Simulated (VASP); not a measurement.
# SiGeO4 (P6_3mc) in VASP: notebook

The runs below take SiGeO4 through single point, with PBE.

Program: VASP 6.6.1. These are calculated values, not measurements. Logs are shortened: lines on timing, memory, paths and dates and some standing lists are left out, and cuts for length are marked.

### Step 1. The cell of the first run

The structure is hexagonal, space group P6_3mc (No. 186). The conventional cell has a = 5.398 Å, b = 5.398 Å, c = 8.815 Å, α = 90.00°, β = 90.00°, γ = 120.00°. Within 2.1 Å of Si (site symmetry 3m) lie 4 O at 1.61 Å. Ge (site symmetry 3m) has 4 O at 1.70 Å within 2.3 Å. O (site symmetry m) has 1 Si at 1.61 Å and 1 Ge at 1.70 Å within 2.1 Å. Within 2.1 Å of O (site symmetry 3m) lie 1 Si at 1.61 Å and 1 Ge at 1.70 Å.

The cell was generated, and may not be a known phase.

### Step 2. Single point, PBE

File INCAR:

```
SYSTEM = SiGeO4
PREC = Accurate
ENCUT = 520
EDIFF = 1E-7
ISMEAR = 0
SIGMA = 0.1
LREAL = .False.
LASPH = .True.
NELM = 100
ALGO = Normal
ISIF = 2
LWAVE = .False.
LCHARG = .False.
GGA = PE
NBANDS = 54
```

File KPOINTS:

```
Automatic mesh
0
Gamma
  6 6 2
  0 0 0
```

File POSCAR:

```
SiGeO4
1.0
    5.3978502600      0.0000000000      0.0000000000
   -2.6989251300      4.6746754500      0.0000000000
    0.0000000000      0.0000000000      8.8146530400
Si Ge O
2 2 8
Direct
    0.3333333300      0.6666666700      0.9374999900
    0.6666666700      0.3333333300      0.4374999900
    0.6666666700      0.3333333300      0.0625000100
    0.3333333300      0.6666666700      0.5625000100
    0.0095165700      0.5047582900      0.9982156400
    0.4952417100      0.5047582900      0.9982156400
    0.4952417100      0.9904834300      0.9982156400
    0.3333333300      0.6666666700      0.7553530700
    0.6666666700      0.3333333300      0.2553530700
    0.5047582900      0.0095165700      0.4982156400
    0.5047582900      0.4952417100      0.4982156400
    0.9904834300      0.4952417100      0.4982156400
```

Potentials or basis: VASP PAW PBE potentials, release 64 (Si, Ge_d, O).

Launch:

```sh
cat potpaw_PBE.64/Si/POTCAR potpaw_PBE.64/Ge_d/POTCAR potpaw_PBE.64/O/POTCAR > POTCAR
mpirun -np 1 vasp_std > vasp.out
```

OUTCAR:

```text
SYSTEM = SiGeO4
   PREC = Accurate
   ENCUT = 520
   EDIFF = 1E-7
   ISMEAR = 0
   LREAL = .False.
   LASPH = .True.
   NELM = 100
   ISIF = 2
   GGA = PE

 ion  position               nearest neighbor table
   1  0.333  0.667  0.937-   8 1.61   7 1.61   5 1.61   6 1.61
   2  0.667  0.333  0.437-   9 1.61  10 1.61  11 1.61  12 1.61
   3  0.667  0.333  0.063-   9 1.70   7 1.70   5 1.70   6 1.70
   4  0.333  0.667  0.563-   8 1.70  10 1.70  12 1.70  11 1.70
   5  0.010  0.505  0.998-   1 1.61   3 1.70
   6  0.495  0.505  0.998-   1 1.61   3 1.70
   7  0.495  0.990  0.998-   1 1.61   3 1.70
   8  0.333  0.667  0.755-   1 1.61   4 1.70
   9  0.667  0.333  0.255-   2 1.61   3 1.70
  10  0.505  0.010  0.498-   2 1.61   4 1.70
  11  0.505  0.495  0.498-   2 1.61   4 1.70
  12  0.990  0.495  0.498-   2 1.61   4 1.70

  LATTYP: Found a hexagonal cell.
 ALAT       =     5.3978502600
 C/A-ratio  =     1.6329932502

  Lattice vectors:

 A1 = (   5.3978502600,   0.0000000000,   0.0000000000)
 A2 = (  -2.6989251300,   4.6746754500,   0.0000000000)
 A3 = (   0.0000000000,   0.0000000000,   8.8146530400)

Analysis of symmetry for initial positions (statically):
=====================================================================
 Subroutine PRICEL returns:
 Original cell was already a primitive cell.

 Routine SETGRP: Setting up the symmetry group for a
 hexagonal supercell.

 Subroutine GETGRP returns: Found 12 space group operations
 (whereof  6 operations were pure point group operations)
 out of a pool of 24 trial point group operations.

The static configuration has the point symmetry C_3v.
 The point group associated with its full space group is C_6v.

Analysis of symmetry for dynamics (positions and initial velocities):
=====================================================================
 Subroutine PRICEL returns:
 Original cell was already a primitive cell.

 Routine SETGRP: Setting up the symmetry group for a
 hexagonal supercell.

 Subroutine GETGRP returns: Found 12 space group operations
 (whereof  6 operations were pure point group operations)
 out of a pool of 24 trial point group operations.

The dynamic configuration has the point symmetry C_3v.
 The point group associated with its full space group is C_6v.

 Subroutine INISYM returns: Found 12 space group operations
 (whereof  6 operations are pure point group operations),
 and found     1 'primitive' translations

----------------------------------------------------------------------------------------

                                     Primitive cell

  volume of cell :     222.4219

  direct lattice vectors                    reciprocal lattice vectors
     5.397850260  0.000000000  0.000000000     0.185258937  0.106959297  0.000000000
    -2.698925130  4.674675450  0.000000000     0.000000000  0.213918594  0.000000000
     0.000000000  0.000000000  8.814653040     0.000000000  0.000000000  0.113447460

  length of vectors
     5.397850260  5.397850259  8.814653040     0.213918594  0.213918594  0.113447460

  position of ions in fractional coordinates (direct lattice)
     0.333333330  0.666666670  0.937499990
     0.666666670  0.333333330  0.437499990
     0.666666670  0.333333330  0.062500010
     0.333333330  0.666666670  0.562500010
     0.009516570  0.504758290  0.998215640
     0.495241710  0.504758290  0.998215640
     0.495241710  0.990483430  0.998215640
     0.333333330  0.666666670  0.755353070
     0.666666670  0.333333330  0.255353070
     0.504758290  0.009516570  0.498215640
     0.504758290  0.495241710  0.498215640
     0.990483430  0.495241710  0.498215640

  ion indices of the primitive-cell ions
   primitive index   ion index
                 1           1
                 2           2
                 3           3
                 4           4
                 5           5
                 6           6
                 7           7
                 8           8
                 9           9
                10          10
                11          11
                12          12

----------------------------------------------------------------------------------------

 KPOINTS: Automatic mesh

Automatic generation of k-mesh.
 Grid dimensions read from file:
 generate k-points for:    6    6    2

 Generating k-lattice:

  Cartesian coordinates                     Fractional coordinates (reciprocal lattice)
     0.030876489  0.017826550  0.000000000     0.166666667  0.000000000  0.000000000
     0.000000000  0.035653099  0.000000000     0.000000000  0.166666667  0.000000000
     0.000000000  0.000000000  0.056723730     0.000000000  0.000000000  0.500000000

  Length of vectors
     0.035653099  0.035653099  0.056723730

  Shift w.r.t. Gamma in fractional coordinates (k-lattice)
     0.000000000  0.000000000  0.000000000

 Subroutine IBZKPT returns following result:
 ===========================================

 Found     14 irreducible k-points:

 Following reciprocal coordinates:
            Coordinates               Weight
  0.000000  0.000000  0.000000      1.000000
  0.166667  0.000000  0.000000      6.000000
  0.333333  0.000000  0.000000      6.000000
  0.500000  0.000000  0.000000      3.000000
  0.166667  0.166667  0.000000      6.000000
  0.333333  0.166667  0.000000     12.000000
  0.333333  0.333333  0.000000      2.000000
  0.000000  0.000000  0.500000      1.000000
  0.166667  0.000000  0.500000      6.000000
  0.333333  0.000000  0.500000      6.000000
  0.500000  0.000000  0.500000      3.000000
  0.166667  0.166667  0.500000      6.000000
  0.333333  0.166667  0.500000     12.000000
  0.333333  0.333333  0.500000      2.000000
   k-points           NKPTS =     14   k-points in BZ     NKDIM =     14   number of bands    NBANDS=     54
   number of dos      NEDOS =    301   number of ions     NIONS =     12
   total plane-waves  NPLWV = 112000
   dimension x,y,z NGX =    40 NGY =   40 NGZ =   70
   dimension x,y,z NGXF=    80 NGYF=   80 NGZF=  140
   ions per type =               2   2   8
   NGX,Y,Z   is equivalent  to a cutoff of  12.32, 12.32, 13.20 a.u.
   NGXF,Y,Z  is equivalent  to a cutoff of  24.64, 24.64, 26.40 a.u.
 SYSTEM =  SiGeO4
   PREC   = accura    normal or accurate (medium, high low for compatibility)
   ISTART =      0    job   : 0-new  1-cont  2-samecut
   ICHARG =      2    charge: 1-file 2-atom 10-const
   ISPIN  =      1    spin polarized calculation?
   LNONCOLLINEAR =      F non collinear calculations
   LSORBIT =      F    spin-orbit coupling
   LASPH  =      T    aspherical Exc in radial PAW
   ENCUT  =  520.0 eV  38.22 Ry    6.18 a.u.  10.04 10.04 16.39*2*pi/ulx,y,z
   NELM   =    100;   NELMIN=  2; NELMDL= -5     # of ELM steps
   EDIFF  = 0.1E-06   stopping-criterion for ELM
   LREAL  =      F    real-space projection
   EDIFFG = 0.1E-05   stopping-criterion for IOM
   NSW    =      0    number of steps for IOM
   IBRION =     -1    ionic relax: 0-MD 1-quasi-New 2-CG
   NFREE  =      0    steps in history (QN), initial steepest desc. (CG)
   ISIF   =      2    stress and relaxation
   ISYM   =      2    0-nonsym 1-usesym 2-fastsym
   POTIM  = 0.5000    time-step for ionic-motion
   TEBEG  =    0.0;   TEEND  =   0.0 temperature during run
   PSTRESS=    0.0 pullay stress
   NELECT =      84.0000    total number of electrons
   NUPDOWN=      -1.0000    fix difference up-down
   EMIN   =  10.00;   EMAX   =-10.00  energy-range for DOS
   EFERMI =   0.00;   METHOD = LEGACY
   ISMEAR =     0;   SIGMA  =   0.10  broadening in eV -4-tet -1-fermi 0-gaus
   EFERMI_NEDOS =   21; number of points for ismear=-14 and -15
   IALGO  =     38    algorithm
   IMIX   =      4    mixing-type and parameters
     AMIX     =   0.40;   BMIX     =  1.00
     AMIX_MAG =   1.60;   BMIX_MAG =  1.00
  volume/ion in A,a.u.               =      18.54       125.08
  Fermi-wavevector in a.u.,A,eV,Ry     =   1.183338  2.236184 19.052081  1.400288
  Thomas-Fermi vector in A             =   2.319574
   LORBIT       =      0    0 simple, 1 ext, 2 COOP (PROOUT), +10 PAW based schemes
   GGA     = PE    functional components
   LHFCALC =     F    Hartree Fock is set to
   AEXX    =    0.0000 exact exchange contribution
   IVDW    =     0    specifies the selected vdW correction
   LEPSILON=     F    determine dielectric tensor
   LRPA    =     F    only Hartree local field effects (RPA)
 non-spin polarized calculation
 Gauss-broadening in eV      SIGMA  =   0.10
  energy-cutoff  :      520.00
  volume of cell :      222.42
 maximum number of plane-waves:      6052
   NGX = 21   NGY = 21   NGZ = 33

 number of electron      83.9999987 magnetization

 Free energy of the ion-electron system (eV)
  ---------------------------------------------------
  ext. energy  EPLUGINS =         0.00000000
  ---------------------------------------------------
  free energy    TOTEN  =       -84.98982672 eV

  energy without entropy =      -84.98982672  energy(sigma->0) =      -84.98982672

 E-fermi :  -0.9636     XC(G=0):  -7.3883

 val. band max:       -1.3991801058   @ k =   0.0000   0.0000   0.0000
 cond. band min:       3.1127537823   @ k =   0.0000   0.0000   0.0000
 fundamental gap:      4.5119338881
 Fermi energy:        -0.9635891098

 k-point     1 :       0.0000    0.0000    0.0000
  band No.  band energies     occupation
      1     -24.8118      2.00000
      2     -24.8034      2.00000
      3     -24.8031      2.00000
      4     -24.8031      2.00000
      5     -24.8026      2.00000
      6     -24.8026      2.00000
[... 46 lines left out ...]
     53       8.8919      0.00000
     54       9.7076      0.00000
[... 739 lines left out ...]
     53       9.2900      0.00000
     54       9.2900      0.00000

------------------------ aborting loop because EDIFF is reached ----------------------------------------

  FORCE on cell =-STRESS in cart. coord.  units (eV):
  Direction    XX          YY          ZZ          XY          YZ          ZX
  --------------------------------------------------------------------------------------
  -------------------------------------------------------------------------------------
  Total        6.5582896      6.5582896      6.5274397      0.0000000      0.0000000      0.0000000
  in kB       47.2414973     47.2414973     47.0192753      0.0000000      0.0000000      0.0000000
  external PRESSURE =      47.1674233 kB  Pullay stress =       0.0000000 kB

 VOLUME and BASIS-vectors are now :
 -----------------------------------------------------------------------------
  energy-cutoff  :      520.00
  volume of cell :      222.42
      direct lattice vectors                 reciprocal lattice vectors
     5.397850260  0.000000000  0.000000000     0.185258937  0.106959297  0.000000000
    -2.698925130  4.674675450  0.000000000     0.000000000  0.213918594  0.000000000
     0.000000000  0.000000000  8.814653040     0.000000000  0.000000000  0.113447460

 POSITION                                       TOTAL-FORCE (eV/Angst)
 -----------------------------------------------------------------------------------
     -0.00000      3.11645      8.26374        -0.000000     -0.000000      0.005773
      2.69893      1.55823      3.85641        -0.000000     -0.000000      0.005773
      2.69893      1.55823      0.55092        -0.000000     -0.000000     -0.013587
     -0.00000      3.11645      4.95824        -0.000000     -0.000000     -0.013587
     -1.31094      2.35958      8.79892         0.472402      0.272741     -0.189511
      1.31094      2.35958      8.79892        -0.472402      0.272741     -0.189511
     -0.00000      4.63019      8.79892        -0.000000     -0.545483     -0.189511
     -0.00000      3.11645      6.65818        -0.000000     -0.000000      0.576347
      2.69893      1.55823      2.25085        -0.000000     -0.000000      0.576347
      2.69893      0.04449      4.39160        -0.000000      0.545483     -0.189511
      1.38799      2.31509      4.39160         0.472402     -0.272741     -0.189511
      4.00986      2.31509      4.39160        -0.472402     -0.272741     -0.189511
 -----------------------------------------------------------------------------------
    total drift:                               -0.000128      0.000072     -0.000103

  FREE ENERGIE OF THE ION-ELECTRON SYSTEM (eV)
  ---------------------------------------------------
  free  energy   TOTEN  =       -84.9898267246 eV

  energy  without entropy=      -84.9898267245  energy(sigma->0) =      -84.98982672
```

It took 10 min on 1 thread of Intel Xeon 8259CL, shared host; peak memory 0.4 GiB.

Results:

| Item | Value |
| --- | --- |
| Free energy | -84.9898 eV |
| Pressure | 4.7 GPa |
| Largest force | 0.577 eV/Å |
| Band gap on the k mesh | 4.51 eV |

Forces in eV/Å, atoms in the order of the input:
```
Si   0.000  0.000  0.006
Si   0.000  0.000  0.006
Ge   0.000  0.000 -0.014
Ge   0.000  0.000 -0.014
O    0.472  0.273 -0.190
O   -0.472  0.273 -0.190
O    0.000 -0.545 -0.190
O    0.000  0.000  0.576
O    0.000  0.000  0.576
O    0.000  0.545 -0.190
O    0.472 -0.273 -0.190
O   -0.472 -0.273 -0.190
```

Caveat: the cell stands under pressure. A k mesh can miss the band edges.

### Step 3. Single point, PBE

This run uses another cell than the first one, of 19.19 Å³/atom.

File INCAR:

```
SYSTEM = SiGeO4
PREC = Accurate
ENCUT = 520
EDIFF = 1E-7
ISMEAR = 0
SIGMA = 0.1
LREAL = .FALSE.
LASPH = .TRUE.
NELM = 100
ALGO = Normal
ISIF = 2
LWAVE = .FALSE.
LCHARG = .FALSE.
GGA = PE
NBANDS = 54
```

File KPOINTS:

```
regular mesh
0
G
  6 6 2
  0 0 0
```

File POSCAR:

```
SiGeO4
1.0
    5.4613475390      0.0000000000      0.0000000000
   -2.7306737695      4.7296657076      0.0000000000
    0.0000000000      0.0000000000      8.9152990931
Si Ge O
2 2 8
Direct
    0.3333333333      0.6666666667      0.9375325494
    0.6666666667      0.3333333333      0.4375325494
    0.6666666667      0.3333333333      0.0624303314
    0.3333333333      0.6666666667      0.5624303314
    0.0114036844      0.5057018422      0.9978840903
    0.4942981578      0.5057018422      0.9978840903
    0.4942981578      0.9885963156      0.9978840903
    0.3333333333      0.6666666667      0.7563848382
    0.6666666667      0.3333333333      0.2563848382
    0.5057018422      0.0114036844      0.4978840903
    0.5057018422      0.4942981578      0.4978840903
    0.9885963156      0.4942981578      0.4978840903
```

Potentials or basis: VASP PAW PBE potentials, release 64 (Si, Ge_d, O).

Launch:

```sh
cat potpaw_PBE.64/Si/POTCAR potpaw_PBE.64/Ge_d/POTCAR potpaw_PBE.64/O/POTCAR > POTCAR
mpirun -np 1 vasp_std > vasp.out
```

It took 13 min on 1 thread of Intel Xeon 8259CL, shared host; peak memory 0.42 GiB.

The run converged. Its results:

```
Free energy            : -85.1277 eV
Pressure               : 0.1 GPa
Largest force          : 0.102 eV/Å
Band gap on the k mesh : 4.06 eV
```

Forces in eV/Å, atoms in the order of the input:
```
Si   0.000  0.000 -0.004
Si   0.000  0.000 -0.004
Ge   0.000  0.000 -0.003
Ge   0.000  0.000 -0.003
O   -0.082 -0.048  0.036
O    0.082 -0.048  0.036
O    0.000  0.095  0.036
O    0.000  0.000 -0.101
O    0.000  0.000 -0.101
O    0.000 -0.095  0.036
O   -0.082  0.048  0.036
O    0.082  0.048  0.036
```

Levels at points of the mesh, in eV from the valence-band top:
```csv
k point,band 39,band 40,band 41,band 42,band 43,band 44,band 45,band 46
"(0.00, 0.00, 0.00)",-0.02,-0.02,0.00,0.00,4.06,5.58,6.90,7.75
"(0.50, 0.00, 0.00)",-0.67,-0.65,-0.44,-0.01,5.71,6.51,7.51,8.24
"(0.00, 0.00, 0.50)",-0.34,-0.34,0.00,0.00,4.83,4.83,7.28,7.28
"(0.50, 0.00, 0.50)",-0.55,-0.55,-0.24,-0.24,6.00,6.00,7.74,7.74
```

(Part 1 of 2 ends here.)
